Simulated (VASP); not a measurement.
# Mo in VASP: single point with PBE

Aim: the single point of Mo with PBE.

Program: VASP 6.6.1. These are calculated values, not measurements. Logs are shortened: lines on timing, memory, paths and dates and some standing lists are left out, and cuts for length are marked.

### 1 The cell of the first run

The cell holds a slab with vacuum, 7 atoms: a = 4.470 Å, b = 4.470 Å, c = 20.474 Å, α = 90.00°, β = 90.00°, γ = 120.00°.

### 2 Single point, PBE

File INCAR:

```
PREC = Accurate ; ENCUT = 520
EDIFF = 1E-6 ; ISMEAR = 0
SIGMA = 0.1 ; LREAL = False
LASPH = True ; NELM = 60
ALGO = Fast ; ISIF = 2
LWAVE = False ; LCHARG = False
LDIPOL = True ; IDIPOL = 3
DIPOL = 0.5 0.5 0.500 ; GGA = PE
NBANDS = 58
```

File KPOINTS:

```
regular mesh
0
Gamma
  9 9 1
```

File POSCAR:

```
Mo
1.0
    4.4695390377      0.0000000000      0.0000000000
   -2.2347695189      3.8707343499      0.0000000000
    0.0000000000      0.0000000000     20.4740450139
Mo
7
Direct
    0.6666666667      0.3333333333      0.3663174519
    0.3333333333      0.6666666667      0.4108783013
    0.0000000000      0.0000000000      0.4554391506
    0.6666666667      0.3333333333      0.5000000000
    0.3333333333      0.6666666667      0.5445608494
    0.0000000000      0.0000000000      0.5891216987
    0.6666666667      0.3333333333      0.6336825481
```

Potentials or basis: VASP PAW PBE potentials, release 64 (Mo_sv).

Started as:

```bash
> cat potpaw_PBE.64/Mo_sv/POTCAR > POTCAR
> mpirun -np 1 vasp_std > vasp.out
```

OUTCAR:

```text
PREC = Accurate
   ENCUT = 520
   EDIFF = 1E-6
   ISMEAR = 0
   LREAL = False
   LASPH = True
   NELM = 60
   ISIF = 2
   GGA = PE

 ion  position               nearest neighbor table
   1  0.667  0.333  0.366-   2 2.74   2 2.74   4 2.74   2 2.74   3 3.16   3 3.16   3 3.16
   2  0.333  0.667  0.411-   3 2.74   3 2.74   3 2.74   1 2.74   1 2.74   5 2.74   1 2.74   4 3.16
                             4 3.16   4 3.16
   3  0.000  0.000  0.455-   2 2.74   2 2.74   2 2.74   4 2.74   4 2.74   6 2.74   4 2.74   1 3.16
                             1 3.16   1 3.16   5 3.16   5 3.16   5 3.16
   4  0.667  0.333  0.500-   5 2.74   3 2.74   5 2.74   3 2.74   1 2.74   7 2.74   3 2.74   5 2.74
                             2 3.16   6 3.16   2 3.16   6 3.16   6 3.16   2 3.16
   5  0.333  0.667  0.545-   6 2.74   6 2.74   6 2.74   4 2.74   4 2.74   2 2.74   4 2.74   7 3.16
                             7 3.16   7 3.16   3 3.16   3 3.16   3 3.16
   6  0.000  0.000  0.589-   5 2.74   5 2.74   5 2.74   7 2.74   7 2.74   3 2.74   7 2.74   4 3.16
                             4 3.16   4 3.16
   7  0.667  0.333  0.634-   6 2.74   6 2.74   4 2.74   6 2.74   5 3.16   5 3.16   5 3.16

  LATTYP: Found a hexagonal cell.
 ALAT       =     4.4695390377
 C/A-ratio  =     4.5807956573

  Lattice vectors:

 A1 = (   4.4695390377,   0.0000000000,   0.0000000000)
 A2 = (  -2.2347695189,   3.8707343499,   0.0000000000)
 A3 = (   0.0000000000,   0.0000000000,  20.4740450139)

Analysis of symmetry for initial positions (statically):
=====================================================================
 Subroutine PRICEL returns:
 Original cell was already a primitive cell.

 Routine SETGRP: Setting up the symmetry group for a
 hexagonal supercell.

 Subroutine GETGRP returns: Found 12 space group operations
 (whereof  6 operations were pure point group operations)
 out of a pool of 24 trial point group operations.

The static configuration has the point symmetry C_3v.
 The point group associated with its full space group is D_3d.

Analysis of symmetry for dynamics (positions and initial velocities):
=====================================================================
 Subroutine PRICEL returns:
 Original cell was already a primitive cell.

 Routine SETGRP: Setting up the symmetry group for a
 hexagonal supercell.

 Subroutine GETGRP returns: Found 12 space group operations
 (whereof  6 operations were pure point group operations)
 out of a pool of 24 trial point group operations.

The dynamic configuration has the point symmetry C_3v.
 The point group associated with its full space group is D_3d.

 Subroutine INISYM returns: Found 12 space group operations
 (whereof  6 operations are pure point group operations),
 and found     1 'primitive' translations

----------------------------------------------------------------------------------------

                                     Primitive cell

  volume of cell :     354.2091

  direct lattice vectors                    reciprocal lattice vectors
     4.469539038  0.000000000  0.000000000     0.223736719  0.129174455  0.000000000
    -2.234769519  3.870734350  0.000000000     0.000000000  0.258348910  0.000000000
     0.000000000  0.000000000 20.474045014     0.000000000  0.000000000  0.048842327

  length of vectors
     4.469539038  4.469539038 20.474045014     0.258348910  0.258348910  0.048842327

  position of ions in fractional coordinates (direct lattice)
     0.666666667  0.333333333  0.366317452
     0.333333333  0.666666667  0.410878301
     0.000000000  0.000000000  0.455439151
     0.666666667  0.333333333  0.500000000
     0.333333333  0.666666667  0.544560849
     0.000000000  0.000000000  0.589121699
     0.666666667  0.333333333  0.633682548

  ion indices of the primitive-cell ions
   primitive index   ion index
                 1           1
                 2           2
                 3           3
                 4           4
                 5           5
                 6           6
                 7           7

----------------------------------------------------------------------------------------

 KPOINTS: regular mesh

Automatic generation of k-mesh.
 Grid dimensions read from file:
 generate k-points for:    9    9    1

 Generating k-lattice:

  Cartesian coordinates                     Fractional coordinates (reciprocal lattice)
     0.024859635  0.014352717  0.000000000     0.111111111  0.000000000  0.000000000
     0.000000000  0.028705434  0.000000000     0.000000000  0.111111111  0.000000000
     0.000000000  0.000000000  0.048842327     0.000000000  0.000000000  1.000000000

  Length of vectors
     0.028705434  0.028705434  0.048842327

  Shift w.r.t. Gamma in fractional coordinates (k-lattice)
     0.000000000  0.000000000  0.000000000

 Subroutine IBZKPT returns following result:
 ===========================================

 Found     12 irreducible k-points:

 Following reciprocal coordinates:
            Coordinates               Weight
  0.000000  0.000000  0.000000      1.000000
  0.111111 -0.000000  0.000000      6.000000
  0.222222  0.000000  0.000000      6.000000
  0.333333 -0.000000  0.000000      6.000000
  0.444444  0.000000  0.000000      6.000000
  0.111111  0.111111  0.000000      6.000000
  0.222222  0.111111  0.000000     12.000000
  0.333333  0.111111  0.000000     12.000000
  0.444444  0.111111  0.000000      6.000000
  0.222222  0.222222  0.000000      6.000000
  0.333333  0.222222  0.000000     12.000000
  0.333333  0.333333  0.000000      2.000000
   k-points           NKPTS =     12   k-points in BZ     NKDIM =     12   number of bands    NBANDS=     58
   number of dos      NEDOS =    301   number of ions     NIONS =      7
   total plane-waves  NPLWV = 207360
   dimension x,y,z NGX =    36 NGY =   36 NGZ =  160
   dimension x,y,z NGXF=    72 NGYF=   72 NGZF=  320
   ions per type =               7
   NGX,Y,Z   is equivalent  to a cutoff of  13.39, 13.39, 12.99 a.u.
   NGXF,Y,Z  is equivalent  to a cutoff of  26.78, 26.78, 25.98 a.u.
 SYSTEM =  unknown system
   PREC   = accura    normal or accurate (medium, high low for compatibility)
   ISTART =      0    job   : 0-new  1-cont  2-samecut
   ICHARG =      2    charge: 1-file 2-atom 10-const
   ISPIN  =      1    spin polarized calculation?
   LNONCOLLINEAR =      F non collinear calculations
   LSORBIT =      F    spin-orbit coupling
   LASPH  =      T    aspherical Exc in radial PAW
   ENCUT  =  520.0 eV  38.22 Ry    6.18 a.u.   8.31  8.31 38.07*2*pi/ulx,y,z
   NELM   =     60;   NELMIN=  2; NELMDL= -5     # of ELM steps
   EDIFF  = 0.1E-05   stopping-criterion for ELM
   LREAL  =      F    real-space projection
   EDIFFG = 0.1E-04   stopping-criterion for IOM
   NSW    =      0    number of steps for IOM
   IBRION =     -1    ionic relax: 0-MD 1-quasi-New 2-CG
   NFREE  =      0    steps in history (QN), initial steepest desc. (CG)
   ISIF   =      2    stress and relaxation
   ISYM   =      2    0-nonsym 1-usesym 2-fastsym
   POTIM  = 0.5000    time-step for ionic-motion
   TEBEG  =    0.0;   TEEND  =   0.0 temperature during run
   PSTRESS=    0.0 pullay stress
   NELECT =      98.0000    total number of electrons
   NUPDOWN=      -1.0000    fix difference up-down
   EMIN   =  10.00;   EMAX   =-10.00  energy-range for DOS
   EFERMI =   0.00;   METHOD = LEGACY
   ISMEAR =     0;   SIGMA  =   0.10  broadening in eV -4-tet -1-fermi 0-gaus
   EFERMI_NEDOS =   21; number of points for ismear=-14 and -15
   IALGO  =     68    algorithm
   IMIX   =      4    mixing-type and parameters
     AMIX     =   0.40;   BMIX     =  1.00
     AMIX_MAG =   1.60;   BMIX_MAG =  1.00
  volume/ion in A,a.u.               =      50.60       341.47
  Fermi-wavevector in a.u.,A,eV,Ry     =   1.066752  2.015870 15.482893  1.137961
  Thomas-Fermi vector in A             =   2.202347
   LORBIT       =      0    0 simple, 1 ext, 2 COOP (PROOUT), +10 PAW based schemes
   GGA     = PE    functional components
   LHFCALC =     F    Hartree Fock is set to
   AEXX    =    0.0000 exact exchange contribution
   IVDW    =     0    specifies the selected vdW correction
   LEPSILON=     F    determine dielectric tensor
   LRPA    =     F    only Hartree local field effects (RPA)
 non-spin polarized calculation
 RMM-DIIS sequential band-by-band and
 Gauss-broadening in eV      SIGMA  =   0.10
  energy-cutoff  :      520.00
  volume of cell :      354.21
 maximum number of plane-waves:      9575
 NGX is ok and might be reduce to    36
   NGX = 17   NGY = 17   NGZ = 77

 number of electron      98.0000010 magnetization

 dipolmoment           0.000000      0.000000     -0.000000 electrons x Angstroem

 Free energy of the ion-electron system (eV)
  ---------------------------------------------------
  ext. energy  EPLUGINS =         0.00000000
  ---------------------------------------------------
  free energy    TOTEN  =       -69.30955787 eV

  energy without entropy =      -69.26149167  energy(sigma->0) =      -69.28552477

 E-fermi :   1.3408     XC(G=0):  -5.3530

 val. band max:        1.3275088028   @ k =   0.0000   0.0000   0.0000
 cond. band min:       1.3792081418   @ k =   0.3333   0.1111   0.0000
 fundamental gap:      0.0516993390
 Fermi energy:         1.3408431786

 k-point     1 :       0.0000    0.0000    0.0000
  band No.  band energies     occupation
      1     -59.8961      2.00000
      2     -59.7627      2.00000
      3     -59.6416      2.00000
      4     -59.5168      2.00000
      5     -59.5003      2.00000
      6     -59.3647      2.00000
[... 50 lines left out ...]
     57       2.9825      0.00000
     58       3.3091      0.00000

 k-point     2 :       0.1111   -0.0000    0.0000
  band No.  band energies     occupation
      1     -59.8881      2.00000
      2     -59.7616      2.00000
      3     -59.6464      2.00000
      4     -59.5142      2.00000
      5     -59.4979      2.00000
      6     -59.3693      2.00000
[... 605 lines left out ...]
      2     -59.7681      2.00000
      3     -59.7250      2.00000
      4     -59.4535      2.00000
      5     -59.4535      2.00000
      6     -59.4385      2.00000
[... 50 lines left out ...]
     57       2.3796      0.00000
     58       3.0612      0.00000

------------------------ aborting loop because EDIFF is reached ----------------------------------------

 vacuum level on the upper side and lower side of the slab       (xc-potential included)        -0.145        -0.145

  FORCE on cell =-STRESS in cart. coord.  units (eV):
  Direction    XX          YY          ZZ          XY          YZ          ZX
  --------------------------------------------------------------------------------------
  -------------------------------------------------------------------------------------
  Total      -11.9059450    -11.9059450    -10.0345673      0.0000000      0.0000000      0.0000000
  in kB      -53.8535948    -53.8535948    -45.3888810      0.0000000      0.0000000      0.0000000
  external PRESSURE =     -51.0320235 kB  Pullay stress =       0.0000000 kB

 VOLUME and BASIS-vectors are now :
 -----------------------------------------------------------------------------
  energy-cutoff  :      520.00
  volume of cell :      354.21
      direct lattice vectors                 reciprocal lattice vectors
     4.469539038  0.000000000  0.000000000     0.223736719  0.129174455  0.000000000
    -2.234769519  3.870734350  0.000000000     0.000000000  0.258348910  0.000000000
     0.000000000  0.000000000 20.474045014     0.000000000  0.000000000  0.048842327

 POSITION                                       TOTAL-FORCE (eV/Angst)
 -----------------------------------------------------------------------------------
      2.23477      1.29024      7.50000         0.000000     -0.000000      1.960999
     -0.00000      2.58049      8.41234         0.000000      0.000000      0.262331
      0.00000      0.00000      9.32468        -0.000000     -0.000000     -0.932206
      2.23477      1.29024     10.23702        -0.000000      0.000000     -0.000000
     -0.00000      2.58049     11.14936         0.000000      0.000000      0.932206
      0.00000      0.00000     12.06170        -0.000000     -0.000000     -0.262331
      2.23477      1.29024     12.97405        -0.000000      0.000000     -1.960999
 -----------------------------------------------------------------------------------
    total drift:                               -0.000000      0.000000     -0.000000

  FREE ENERGIE OF THE ION-ELECTRON SYSTEM (eV)
  ---------------------------------------------------
  free  energy   TOTEN  =       -69.3095578712 eV

  energy  without entropy=      -69.2614916652  energy(sigma->0) =      -69.28552477

 vacuum level on the upper side and lower side of the slab         4.909         4.909
```

Wall time 6.5 min (1 thread of Intel Xeon Platinum 8488C (Sapphire Rapids), shared host); peak memory 0.54 GiB.

Results:

* Free energy: -69.3096 eV
* Largest force: 1.961 eV/Å
* Band gap on the k mesh: zero (bands 49 and 50 overlap by 0.18 eV)

Forces on the atoms (eV/Å):
```
Mo   0.000  0.000  1.961
Mo   0.000  0.000  0.262
Mo   0.000  0.000 -0.932
Mo   0.000  0.000  0.000
Mo   0.000  0.000  0.932
Mo   0.000  0.000 -0.262
Mo   0.000  0.000 -1.961
```
